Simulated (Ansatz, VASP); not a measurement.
**Two plane-wave programs on Ti2Al6H**

File INCAR:

```
SYSTEM = Ti2Al6H
ALGO     = Normal         ! electronic algorithm
DIPOL    = 0.5 0.5 0.308
EDIFF    = 1E-6           ! SCF threshold, eV
ENCUT    = 520            ! plane-wave cutoff, eV
GGA      = PE             ! functional
IDIPOL   = 3            
ISIF     = 2              ! what is computed and relaxed
ISMEAR   = 0              ! smearing method
IVDW     = 12             ! dispersion correction
LASPH    = .TRUE.         ! aspherical terms in the spheres
LCHARG   = .FALSE.        ! write CHGCAR
LDIPOL   = .TRUE.       
LREAL    = .FALSE.        ! projectors in reciprocal space
LWAVE    = .FALSE.        ! write WAVECAR
NBANDS   = 32             ! bands
NELM     = 60             ! most SCF steps
PREC     = Accurate       ! precision mode
SIGMA    = 0.1            ! smearing width, eV
```

File KPOINTS:

```
k-points
0
G
  6 6 1
  0 0 0
```

File POSCAR:

```
Ti2Al6H
1.0
    5.0241861190      0.0000000000      0.0000000000
    2.1588814530      4.5367033218      0.0000000000
    0.0000000000      0.0000000000     21.2187109014
Al Ti H
6 2 1
Direct
    0.5000000000      0.0000000000      0.1885128658
    0.0000000000      0.5000000000      0.1885128658
    0.0000000000      0.0000000000      0.2517328341
    0.0000000000      0.5000000000      0.3193548961
    0.5000000000      0.0000000000      0.3193548961
    0.5000000000      0.5000000000      0.3826203646
    0.5000000000      0.5000000000      0.2517328341
    0.0000000000      0.0000000000      0.3797002555
    0.6666666667      1.3333333333      0.4863024408
```

Input for Ansatz:

```yaml
crystal:
  lattice:
    - [5.024186119, 0.0, 0.0]
    - [2.158881453, 4.5367033218, 0.0]
    - [0.0, 0.0, 21.2187109014]
  atoms:
    - { symbol: Al, position: [0.5, 0.0, 0.1885128658] }
    - { symbol: Al, position: [0.0, 0.5, 0.1885128658] }
    - { symbol: Ti, position: [0.5, 0.5, 0.2517328341] }
    - { symbol: Al, position: [0.0, 0.0, 0.2517328341] }
    - { symbol: Al, position: [0.0, 0.5, 0.3193548961] }
    - { symbol: Al, position: [0.5, 0.0, 0.3193548961] }
    - { symbol: Ti, position: [0.0, 0.0, 0.3797002555] }
    - { symbol: Al, position: [0.5, 0.5, 0.3826203646] }
    - { symbol: H, position: [0.6666666667, 1.3333333333, 0.4863024408] }
basis:
  ecutwfc: 420
kpoints:
  mp_grid: { grid: [6, 6, 1] }
hamiltonian:
  xc: pbe
  pseudopotentials: { kind: paw, azcp: { folder: soft_1 } }
  dispersion: d3bj
scf:
  occupations: { method: gaussian, width: 0.1 }
output:
  forces: true
  eigenvalues: true
efield:
  axis: 3
  dipole_correction: true
  ramp_width: 0.04
```

Alike in both runs: task single point; functional PBE; dispersion D3(BJ); k mesh 6 × 6 × 1; occupations gaussian, width 0.1 eV; no spin polarisation.

|  | VASP | Ansatz |
| --- | --- | --- |
| version | VASP 6.6.1 | Ansatz 0.2.0 |
| potentials or method | VASP PAW PBE potentials, release 64 (Al, Ti_sv, H), cutoff 520 eV | scalar-relativistic, plane waves, PAW |
| valence electrons in the cell | 43 | 43 |

```csv
,VASP,Ansatz,Ansatz less VASP
gap on the k mesh at the Fermi level (eV),none,none,-
rms of the force components (eV/Å),0.492,0.492,-0.0002
```

A gap of «none» marks a metal or a gap that the smearing closes.
